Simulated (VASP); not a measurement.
# ZnSe (km) (F-43m) in VASP: single point with PBEsol

Aim: the single point of ZnSe (km) with PBEsol.

Program: VASP 6.6.1. These are calculated values, not measurements. Logs are shortened: lines on timing, memory, paths and dates and some standing lists are left out, and cuts for length are marked.

**1. The cell of the first run**

It takes space group F-43m (No. 216, cubic). Conventional cell: a = 5.633 Å, b = 5.633 Å, c = 5.633 Å, α = 90.00°, β = 90.00°, γ = 90.00°. Zn (site symmetry -43m) has 4 Se at 2.44 Å within 3.2 Å. Se (site symmetry -43m) has 4 Zn at 2.44 Å within 3.2 Å.

**2. Single point, PBEsol**

INCAR reads:

```
SYSTEM = ZnSe
PREC     = Accurate       ! precision mode
ENCUT    = 500            ! plane-wave cutoff, eV
EDIFF    = 1E-6           ! SCF threshold, eV
ISMEAR   = 0              ! smearing method
SIGMA    = 0.02           ! smearing width, eV
LREAL    = .FALSE.        ! projectors in reciprocal space
LASPH    = .TRUE.         ! aspherical terms in the spheres
NELM     = 120            ! most SCF steps
ALGO     = Normal         ! electronic algorithm
ISIF     = 2              ! what is computed and relaxed
LWAVE    = .FALSE.        ! write WAVECAR
LCHARG   = .FALSE.        ! write CHGCAR
GGA      = PS             ! functional
NBANDS   = 16             ! bands
GGA_COMPAT= .FALSE.
```

KPOINTS reads:

```
Automatic mesh
0
G
  4 4 4
  0 0 0
```

POSCAR reads:

```
ZnSe
1.0
    0.0000000000      2.8167247235      2.8167247235
    2.8167247235      0.0000000000      2.8167247235
    2.8167247235      2.8167247235      0.0000000000
Zn Se
1 1
Direct
    0.0000000000      0.0000000000      0.0000000000
    0.2500000000      0.2500000000      0.2500000000
```

Potentials or basis: VASP PAW PBE potentials, release 64 (Zn, Se).

Started as:

```
cat potpaw_PBE.64/Zn/POTCAR potpaw_PBE.64/Se/POTCAR > POTCAR
mpirun -np 1 vasp_std > vasp.out
```

OUTCAR:

```text
SYSTEM = ZnSe
   PREC = Accurate
   ENCUT = 500
   EDIFF = 1E-6
   ISMEAR = 0
   LREAL = .FALSE.
   LASPH = .TRUE.
   NELM = 120
   ISIF = 2
   GGA = PS

 ion  position               nearest neighbor table
   1  0.000  0.000  0.000-   2 2.44   2 2.44   2 2.44   2 2.44
   2  0.250  0.250  0.250-   1 2.44   1 2.44   1 2.44   1 2.44

  LATTYP: Found a face centered cubic cell.
 ALAT       =     5.6334494470

  Lattice vectors:

 A1 = (   0.0000000000,   2.8167247235,   2.8167247235)
 A2 = (   2.8167247235,   0.0000000000,   2.8167247235)
 A3 = (   2.8167247235,   2.8167247235,   0.0000000000)

Analysis of symmetry for initial positions (statically):
=====================================================================
 Subroutine PRICEL returns:
 Original cell was already a primitive cell.

 Routine SETGRP: Setting up the symmetry group for a
 face centered cubic supercell.

 Subroutine GETGRP returns: Found 24 space group operations
 (whereof 24 operations were pure point group operations)
 out of a pool of 48 trial point group operations.

The static configuration has the point symmetry T_d .

Analysis of symmetry for dynamics (positions and initial velocities):
=====================================================================
 Subroutine PRICEL returns:
 Original cell was already a primitive cell.

 Routine SETGRP: Setting up the symmetry group for a
 face centered cubic supercell.

 Subroutine GETGRP returns: Found 24 space group operations
 (whereof 24 operations were pure point group operations)
 out of a pool of 48 trial point group operations.

The dynamic configuration has the point symmetry T_d .

 Subroutine INISYM returns: Found 24 space group operations
 (whereof 24 operations are pure point group operations),
 and found     1 'primitive' translations

----------------------------------------------------------------------------------------

                                     Primitive cell

  volume of cell :      44.6954

  direct lattice vectors                    reciprocal lattice vectors
     0.000000000  2.816724724  2.816724724    -0.177511134  0.177511134  0.177511134
     2.816724724  0.000000000  2.816724724     0.177511134 -0.177511134  0.177511134
     2.816724724  2.816724724  0.000000000     0.177511134  0.177511134 -0.177511134

  length of vectors
     3.983450305  3.983450305  3.983450305     0.307458303  0.307458303  0.307458303

  position of ions in fractional coordinates (direct lattice)
     0.000000000  0.000000000  0.000000000
     0.250000000  0.250000000  0.250000000

  ion indices of the primitive-cell ions
   primitive index   ion index
                 1           1
                 2           2

----------------------------------------------------------------------------------------

 KPOINTS: Automatic mesh

Automatic generation of k-mesh.
 Grid dimensions read from file:
 generate k-points for:    4    4    4

 Generating k-lattice:

  Cartesian coordinates                     Fractional coordinates (reciprocal lattice)
    -0.044377784  0.044377784  0.044377784     0.250000000  0.000000000  0.000000000
     0.044377784 -0.044377784  0.044377784     0.000000000  0.250000000  0.000000000
     0.044377784  0.044377784 -0.044377784     0.000000000  0.000000000  0.250000000

  Length of vectors
     0.076864576  0.076864576  0.076864576

  Shift w.r.t. Gamma in fractional coordinates (k-lattice)
     0.000000000  0.000000000  0.000000000

 Subroutine IBZKPT returns following result:
 ===========================================

 Found      8 irreducible k-points:

 Following reciprocal coordinates:
            Coordinates               Weight
  0.000000  0.000000  0.000000      1.000000
  0.250000  0.000000  0.000000      8.000000
  0.500000  0.000000  0.000000      4.000000
  0.250000  0.250000  0.000000      6.000000
  0.500000  0.250000  0.000000     24.000000
 -0.250000  0.250000  0.000000     12.000000
  0.500000  0.500000  0.000000      3.000000
 -0.250000  0.500000  0.250000      6.000000
   k-points           NKPTS =      8   k-points in BZ     NKDIM =      8   number of bands    NBANDS=     16
   number of dos      NEDOS =    301   number of ions     NIONS =      2
   total plane-waves  NPLWV =  27000
   dimension x,y,z NGX =    30 NGY =   30 NGZ =   30
   dimension x,y,z NGXF=    60 NGYF=   60 NGZF=   60
   ions per type =               1   1
   NGX,Y,Z   is equivalent  to a cutoff of  12.52, 12.52, 12.52 a.u.
   NGXF,Y,Z  is equivalent  to a cutoff of  25.04, 25.04, 25.04 a.u.
 SYSTEM =  ZnSe
   PREC   = accura    normal or accurate (medium, high low for compatibility)
   ISTART =      0    job   : 0-new  1-cont  2-samecut
   ICHARG =      2    charge: 1-file 2-atom 10-const
   ISPIN  =      1    spin polarized calculation?
   LNONCOLLINEAR =      F non collinear calculations
   LSORBIT =      F    spin-orbit coupling
   LASPH  =      T    aspherical Exc in radial PAW
   ENCUT  =  500.0 eV  36.75 Ry    6.06 a.u.   7.26  7.26  7.26*2*pi/ulx,y,z
   NELM   =    120;   NELMIN=  2; NELMDL= -5     # of ELM steps
   EDIFF  = 0.1E-05   stopping-criterion for ELM
   LREAL  =      F    real-space projection
   EDIFFG = 0.1E-04   stopping-criterion for IOM
   NSW    =      0    number of steps for IOM
   IBRION =     -1    ionic relax: 0-MD 1-quasi-New 2-CG
   NFREE  =      0    steps in history (QN), initial steepest desc. (CG)
   ISIF   =      2    stress and relaxation
   ISYM   =      2    0-nonsym 1-usesym 2-fastsym
   POTIM  = 0.5000    time-step for ionic-motion
   TEBEG  =    0.0;   TEEND  =   0.0 temperature during run
   PSTRESS=    0.0 pullay stress
   NELECT =      18.0000    total number of electrons
   NUPDOWN=      -1.0000    fix difference up-down
   EMIN   =  10.00;   EMAX   =-10.00  energy-range for DOS
   EFERMI =   0.00;   METHOD = LEGACY
   ISMEAR =     0;   SIGMA  =   0.02  broadening in eV -4-tet -1-fermi 0-gaus
   EFERMI_NEDOS =   21; number of points for ismear=-14 and -15
   IALGO  =     38    algorithm
   IMIX   =      4    mixing-type and parameters
     AMIX     =   0.40;   BMIX     =  1.00
     AMIX_MAG =   1.60;   BMIX_MAG =  1.00
  volume/ion in A,a.u.               =      22.35       150.81
  Fermi-wavevector in a.u.,A,eV,Ry     =   1.208958  2.284600 19.886000  1.461580
  Thomas-Fermi vector in A             =   2.344550
   LORBIT       =      0    0 simple, 1 ext, 2 COOP (PROOUT), +10 PAW based schemes
   GGA     = PS    functional components
   LHFCALC =     F    Hartree Fock is set to
   AEXX    =    0.0000 exact exchange contribution
   IVDW    =     0    specifies the selected vdW correction
   LEPSILON=     F    determine dielectric tensor
   LRPA    =     F    only Hartree local field effects (RPA)
 non-spin polarized calculation
 Gauss-broadening in eV      SIGMA  =   0.02
  energy-cutoff  :      500.00
  volume of cell :       44.70
 maximum number of plane-waves:      1158
 NGX is ok and might be reduce to    30
   NGX = 15   NGY = 15   NGZ = 15

 number of electron      17.9999998 magnetization

 Free energy of the ion-electron system (eV)
  ---------------------------------------------------
  ext. energy  EPLUGINS =         0.00000000
  ---------------------------------------------------
  free energy    TOTEN  =        -6.69968853 eV

  energy without entropy =       -6.69968853  energy(sigma->0) =       -6.69968853

 E-fermi :   1.8149     XC(G=0):  -9.5956

 val. band max:        1.6781166222   @ k =   0.0000   0.0000   0.0000
 cond. band min:       2.9061421532   @ k =   0.0000   0.0000   0.0000
 fundamental gap:      1.2280255310
 Fermi energy:         1.8148657649

 k-point     1 :       0.0000    0.0000    0.0000
  band No.  band energies     occupation
      1     -11.7225      2.00000
      2      -4.9772      2.00000
      3      -4.9772      2.00000
      4      -4.9772      2.00000
      5      -4.5924      2.00000
      6      -4.5924      2.00000
      7       1.6781      2.00000
      8       1.6781      2.00000
      9       1.6781      2.00000
     10       2.9061      0.00000
     11       7.3788      0.00000
     12       7.3788      0.00000
     13       7.3788      0.00000
     14      11.4681      0.00000
     15      13.1254      0.00000
     16      13.1254      0.00000

 k-point     2 :       0.2500    0.0000    0.0000
  band No.  band energies     occupation
      1     -11.3418      2.00000
      2      -4.9244      2.00000
      3      -4.9244      2.00000
      4      -4.9219      2.00000
      5      -4.5924      2.00000
      6      -4.5924      2.00000
      7      -1.4670      2.00000
      8       1.1783      2.00000
      9       1.1783      2.00000
     10       4.3613      0.00000
     11       8.0254      0.00000
     12       8.0254      0.00000
     13       8.1817      0.00000
     14      12.0432      0.00000
     15      12.0432      0.00000
     16      12.2161      0.00000

 k-point     3 :       0.5000    0.0000    0.0000
  band No.  band energies     occupation
      1     -10.8890      2.00000
      2      -4.8865      2.00000
      3      -4.8865      2.00000
      4      -4.5728      2.00000
      5      -4.5728      2.00000
      6      -4.4262      2.00000
      7      -3.7377      2.00000
      8       0.7719      2.00000
      9       0.7719      2.00000
     10       4.1349      0.00000
     11       7.9539      0.00000
     12       7.9539      0.00000
     13      10.1169      0.00000
     14      12.5694      0.00000
     15      14.7839      0.00000
     16      14.7839      0.00000

 k-point     4 :       0.2500    0.2500    0.0000
  band No.  band energies     occupation
      1     -11.2138      2.00000
      2      -4.9990      2.00000
      3      -4.8618      2.00000
      4      -4.8618      2.00000
      5      -4.6205      2.00000
      6      -4.5668      2.00000
      7      -1.2765      2.00000
      8       0.3673      2.00000
      9       0.3673      2.00000
     10       5.4767      0.00000
     11       5.6360      0.00000
     12       9.6677      0.00000
     13       9.6677      0.00000
     14       9.8243      0.00000
     15      14.0039      0.00000
     16      15.4076      0.00000

 k-point     5 :       0.5000    0.2500    0.0000
  band No.  band energies     occupation
      1     -10.7572      2.00000
      2      -4.8976      2.00000
      3      -4.8005      2.00000
      4      -4.7031      2.00000
      5      -4.5637      2.00000
      6      -4.4473      2.00000
      7      -3.0609      2.00000
      8      -0.8781      2.00000
      9       0.0153      2.00000
     10       5.3062      0.00000
     11       7.2256      0.00000
     12       9.1139      0.00000
     13       9.9607      0.00000
     14      12.6791      0.00000
     15      14.9606      0.00000
     16      15.7747      0.00000

 k-point     6 :      -0.2500    0.2500    0.0000
  band No.  band energies     occupation
      1     -10.9106      2.00000
      2      -4.8767      2.00000
      3      -4.8550      2.00000
      4      -4.7249      2.00000
      5      -4.6054      2.00000
      6      -4.5417      2.00000
      7      -2.5847      2.00000
      8      -0.9833      2.00000
      9       0.7264      2.00000
     10       5.7736      0.00000
     11       7.9584      0.00000
     12       8.4089      0.00000
     13       8.9260      0.00000
     14      11.4443      0.00000
     15      13.6241      0.00000
     16      15.7716      0.00000

 k-point     7 :       0.5000    0.5000    0.0000
  band No.  band energies     occupation
      1     -10.6054      2.00000
      2      -4.9641      2.00000
      3      -4.7125      2.00000
      4      -4.7125      2.00000
      5      -4.5413      2.00000
      6      -4.4067      2.00000
      7      -3.2092      2.00000
      8      -0.6040      2.00000
      9      -0.6040      2.00000
     10       4.4507      0.00000
     11       5.0267      0.00000
     12      12.4195      0.00000
     13      12.9574      0.00000
     14      12.9574      0.00000
     15      15.6502      0.00000
     16      16.1178      0.00000

 k-point     8 :      -0.2500    0.5000    0.2500
  band No.  band energies     occupation
      1     -10.6000      2.00000
      2      -4.8621      2.00000
      3      -4.7612      2.00000
      4      -4.6298      2.00000
      5      -4.6233      2.00000
      6      -4.2739      2.00000
      7      -3.1500      2.00000
      8      -1.2085      2.00000
      9      -1.1240      2.00000
     10       7.0234      0.00000
     11       7.2683      0.00000
     12       8.5597      0.00000
     13       9.2373      0.00000
     14      13.4267      0.00000
     15      15.4991      0.00000
     16      15.7275      0.00000

------------------------ aborting loop because EDIFF is reached ----------------------------------------

  FORCE on cell =-STRESS in cart. coord.  units (eV):
  Direction    XX          YY          ZZ          XY          YZ          ZX
  --------------------------------------------------------------------------------------
  -------------------------------------------------------------------------------------
  Total        0.1768181      0.1768181      0.1768181     -0.0000000      0.0000000     -0.0000000
  in kB        6.3383203      6.3383203      6.3383203     -0.0000000      0.0000000     -0.0000000
  external PRESSURE =       6.3383203 kB  Pullay stress =       0.0000000 kB

 VOLUME and BASIS-vectors are now :
 -----------------------------------------------------------------------------
  energy-cutoff  :      500.00
  volume of cell :       44.70
      direct lattice vectors                 reciprocal lattice vectors
     0.000000000  2.816724724  2.816724724    -0.177511134  0.177511134  0.177511134
     2.816724724  0.000000000  2.816724724     0.177511134 -0.177511134  0.177511134
     2.816724724  2.816724724  0.000000000     0.177511134  0.177511134 -0.177511134

 POSITION                                       TOTAL-FORCE (eV/Angst)
 -----------------------------------------------------------------------------------
      0.00000      0.00000      0.00000         0.000000      0.000000      0.000000
      1.40836      1.40836      1.40836        -0.000000     -0.000000     -0.000000
 -----------------------------------------------------------------------------------
    total drift:                               -0.000000     -0.000000      0.000000

  FREE ENERGIE OF THE ION-ELECTRON SYSTEM (eV)
  ---------------------------------------------------
  free  energy   TOTEN  =        -6.6996885276 eV

  energy  without entropy=       -6.6996885276  energy(sigma->0) =       -6.69968853
```

It took 9.6 s on 1 thread of Intel Xeon 8259CL, shared host; peak memory 0.16 GiB.

Results:

- Free energy: -6.6997 eV
- Pressure: 0.6 GPa
- Band gap on the k mesh: 1.23 eV, direct

Levels at points of the mesh, in eV from the valence-band top:
| k point | band 7 | band 8 | band 9 | band 10 | band 11 | band 12 |
| --- | --- | --- | --- | --- | --- | --- |
| (0.00, 0.00, 0.00) | 0.00 | 0.00 | 0.00 | 1.23 | 5.70 | 5.70 |
| (0.50, 0.00, 0.00) | -5.42 | -0.91 | -0.91 | 2.46 | 6.28 | 6.28 |
| (0.50, 0.50, 0.00) | -4.89 | -2.28 | -2.28 | 2.77 | 3.35 | 10.74 |

Caveat: the k points lie up to 0.48 Å⁻¹ apart; the PAW data sets were made with another functional, which shifts forces and pressure a little.
